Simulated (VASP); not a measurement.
Here is a VASP 6.6.1 calculation.

The input POSCAR.step1:

```
RuS2
1.0
    5.4568068684      0.0000000000      0.0000000000
    0.0000000000      5.4568068684      0.0000000000
    0.0000000000      0.0000000000      5.4568068684
Ru S
4 8
Direct
    0.0000000000      0.5000000000      0.5000000000
    0.5000000000      0.5000000000      0.0000000000
    0.5000000000      0.0000000000      0.5000000000
    0.0000000000      0.0000000000      0.0000000000
    0.3883100000      0.1116900000      0.8883100000
    0.1116900000      0.8883100000      0.3883100000
    0.8883100000      0.3883100000      0.1116900000
    0.6116900000      0.6116900000      0.6116900000
    0.6116900000      0.8883100000      0.1116900000
    0.8883100000      0.1116900000      0.6116900000
    0.1116900000      0.6116900000      0.8883100000
    0.3883100000      0.3883100000      0.3883100000
```

File POSCAR.step2:

```
RuS2
1.0
    5.5347717857      0.0000000000      0.0000000000
    0.0000000000      5.5347717857      0.0000000000
    0.0000000000      0.0000000000      5.5347717857
Ru S
4 8
Direct
    0.0000000000      0.5000000000      0.5000000000
    0.5000000000      0.5000000000      0.0000000000
    0.5000000000      0.0000000000      0.5000000000
    0.0000000000      0.0000000000      0.0000000000
    0.3883100000      0.1116900000      0.8883100000
    0.1116900000      0.8883100000      0.3883100000
    0.8883100000      0.3883100000      0.1116900000
    0.6116900000      0.6116900000      0.6116900000
    0.6116900000      0.8883100000      0.1116900000
    0.8883100000      0.1116900000      0.6116900000
    0.1116900000      0.6116900000      0.8883100000
    0.3883100000      0.3883100000      0.3883100000
```

The input POSCAR.step3:

```
RuS2
1.0
    5.6106000000      0.0000000000      0.0000000000
    0.0000000000      5.6106000000      0.0000000000
    0.0000000000      0.0000000000      5.6106000000
Ru S
4 8
Direct
    0.0000000000      0.5000000000      0.5000000000
    0.5000000000      0.5000000000      0.0000000000
    0.5000000000      0.0000000000      0.5000000000
    0.0000000000      0.0000000000      0.0000000000
    0.3883100000      0.1116900000      0.8883100000
    0.1116900000      0.8883100000      0.3883100000
    0.8883100000      0.3883100000      0.1116900000
    0.6116900000      0.6116900000      0.6116900000
    0.6116900000      0.8883100000      0.1116900000
    0.8883100000      0.1116900000      0.6116900000
    0.1116900000      0.6116900000      0.8883100000
    0.3883100000      0.3883100000      0.3883100000
```

The input POSCAR.step4:

```
RuS2
1.0
    5.6844321511      0.0000000000      0.0000000000
    0.0000000000      5.6844321511      0.0000000000
    0.0000000000      0.0000000000      5.6844321511
Ru S
4 8
Direct
    0.0000000000      0.5000000000      0.5000000000
    0.5000000000      0.5000000000      0.0000000000
    0.5000000000      0.0000000000      0.5000000000
    0.0000000000      0.0000000000      0.0000000000
    0.3883100000      0.1116900000      0.8883100000
    0.1116900000      0.8883100000      0.3883100000
    0.8883100000      0.3883100000      0.1116900000
    0.6116900000      0.6116900000      0.6116900000
    0.6116900000      0.8883100000      0.1116900000
    0.8883100000      0.1116900000      0.6116900000
    0.1116900000      0.6116900000      0.8883100000
    0.3883100000      0.3883100000      0.3883100000
```

File POSCAR.step5:

```
RuS2
1.0
    5.7563946279      0.0000000000      0.0000000000
    0.0000000000      5.7563946279      0.0000000000
    0.0000000000      0.0000000000      5.7563946279
Ru S
4 8
Direct
    0.0000000000      0.5000000000      0.5000000000
    0.5000000000      0.5000000000      0.0000000000
    0.5000000000      0.0000000000      0.5000000000
    0.0000000000      0.0000000000      0.0000000000
    0.3883100000      0.1116900000      0.8883100000
    0.1116900000      0.8883100000      0.3883100000
    0.8883100000      0.3883100000      0.1116900000
    0.6116900000      0.6116900000      0.6116900000
    0.6116900000      0.8883100000      0.1116900000
    0.8883100000      0.1116900000      0.6116900000
    0.1116900000      0.6116900000      0.8883100000
    0.3883100000      0.3883100000      0.3883100000
```

INCAR

```
SYSTEM = RuS2
GGA = PS
ISMEAR = 0
SIGMA = 0.03
LWAVE = .FALSE.
LCHARG = .FALSE.
ISIF = 2
NSW = 0
PREC = Accurate
LASPH = .TRUE.
LREAL = .FALSE.
ALGO = Normal
EDIFF = 1E-6
NELM = 120
GGA_COMPAT = .FALSE.
ENCUT = 340
EFERMI = MIDGAP
KPAR = 4
```

File KPOINTS:

```
Automatic mesh
0
Gamma
  4 4 4
  0 0 0
```

Potentials or basis: VASP PAW PBE potentials, release 64 (Ru_pv, S).

Command:

```console
$ cat potpaw_PBE.64/Ru_pv/POTCAR potpaw_PBE.64/S/POTCAR > POTCAR
$ cp POSCAR.step1 POSCAR
$ mpirun -np 4 vasp_std > vasp.out
$ cp POSCAR.step2 POSCAR
$ mpirun -np 4 vasp_std > vasp.out
$ cp POSCAR.step3 POSCAR
$ mpirun -np 4 vasp_std > vasp.out
$ cp POSCAR.step4 POSCAR
$ mpirun -np 4 vasp_std > vasp.out
$ cp POSCAR.step5 POSCAR
$ mpirun -np 4 vasp_std > vasp.out
```

Problem. What does it give for the pressure derivative of the bulk modulus?

Solution. 5.0 (rough: it moves with the points fitted).

Problem. What does it give for the bulk modulus at fixed shape and positions?

Solution. 196 GPa.

Energy against volume, from the lowest point:
| volume (Å³/atom) | energy (meV/atom) |
| --- | --- |
| 13.540 | 40.56 |
| 14.129 | 3.29 |
| 14.718 | 0.00 |
| 15.307 | 23.53 |
| 15.895 | 67.81 |

Caveat: the cell was scaled at fixed shape and fractional positions, which overstates the stiffness of a crystal with free parameters, most of all of layers and chains; the PAW data sets were made with another functional, which shifts forces and pressure a little.
